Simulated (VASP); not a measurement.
Mg2Te3O:

```
Mg Te O
1.0
    -2.98987    2.98987    4.35167
     2.98987   -2.98987    4.35167
     2.98987    2.98987   -4.35167
Mg Te O
2 3 1
Direct
  0.75000 0.25000 0.50000
  0.25000 0.75000 0.50000
  0.50000 0.50000 0.00000
  0.50000 0.00000 0.50000
  0.00000 0.50000 0.50000
  0.00000 0.00000 0.00000
```

- Program: VASP 6.6.1
- Task: relaxation of cell and atoms
- Functional: PBE
- Potentials or basis: VASP PAW PBE potentials, release 64 (Mg, Te, O)
- Cutoff: 600 eV
- k mesh: 4 × 4 × 4
- Occupations: gaussian, width 0.1 eV
- Spin: no spin polarisation

At the start: pressure 21.8 GPa; volume 25.93 Å³/atom.

Question: How do energy, volume and symmetry change on relaxing?

Answer: Over 9 steps the energy falls by 829.0 meV/atom and the volume is 31.82 Å³/atom (+22.7 %); space group I4/mmm (No. 139, to 0.05 Å).

Step by step:
| step | energy change (eV) | largest force (eV/Å) | pressure (GPa) | volume (Å³) |
| --- | --- | --- | --- | --- |
| 1 | 0.0000 | 0.0000 | 21.85 | 155.60 |
| 2 | -3.7029 | 0.0000 | -5.44 | 239.14 |
| 3 | -4.8828 | 0.0000 | -0.79 | 197.66 |
| 4 | -4.8889 | 0.0000 | -1.56 | 201.78 |
| 5 | -4.8912 | 0.0000 | -1.35 | 200.51 |
| 6 | -4.9641 | 0.0000 | -0.40 | 193.60 |
| 7 | -4.9731 | 0.0000 | 0.09 | 190.59 |
| 8 | -4.9732 | 0.0000 | 0.14 | 190.29 |
| 9 | -4.9740 | 0.0000 | 0.01 | 190.91 |

Final structure:
```
CELL_PARAMETERS angstrom
-2.94557 2.94557 5.50098
2.94557 -2.94557 5.50098
2.94557 2.94557 -5.50098
ATOMIC_POSITIONS crystal
Mg 0.75000 0.25000 0.50000
Mg 0.25000 0.75000 0.50000
Te 0.50000 0.50000 0.00000
Te 0.50000 0.00000 0.50000
Te 0.00000 0.50000 0.50000
O 0.00000 0.00000 0.00000
```

Caveat: the k points lie up to 0.38 Å⁻¹ apart in the final cell; the volume moved by over 15 % at a fixed basis, so the end points are rough.
